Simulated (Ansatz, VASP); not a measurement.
# One calculation of LiBe4, two programs

```
CELL_PARAMETERS angstrom
2.11822 0.00000 0.00000
0.00000 4.01183 0.00000
0.00000 0.00000 6.09437
ATOMIC_POSITIONS crystal
Li 0.00000 0.50000 0.50000
Be 0.00000 0.00000 0.33089
Be 0.00000 0.00000 0.66911
Be 0.50000 0.50000 0.00000
Be 0.00000 0.00000 0.00000
```

Alike in both runs: functional PBE; k mesh 6 × 5 × 3; occupations gaussian, width 0.2 eV; no spin polarisation.

Ansatz relaxed the structure, and its values are those at the end. VASP's run is a single point on that final structure, the one shown.

```csv
,VASP,Ansatz
version,VASP 6.6.1,Ansatz 0.2.0
potentials or method,"VASP PAW PBE potentials, release 64 (Li_sv, Be), cutoff 750 eV","scalar-relativistic, plane waves, PAW"
valence electrons in the cell,11,11
```

```tsv
	VASP	Ansatz	Ansatz less VASP
gap on the k mesh at the Fermi level (eV)	none	none	-
pressure (GPa)	0.5	0.5	-0.01
```

A gap of «none» marks a metal or a gap that the smearing closes.

The k mesh is coarse, so the values compare programs but aren't converged.
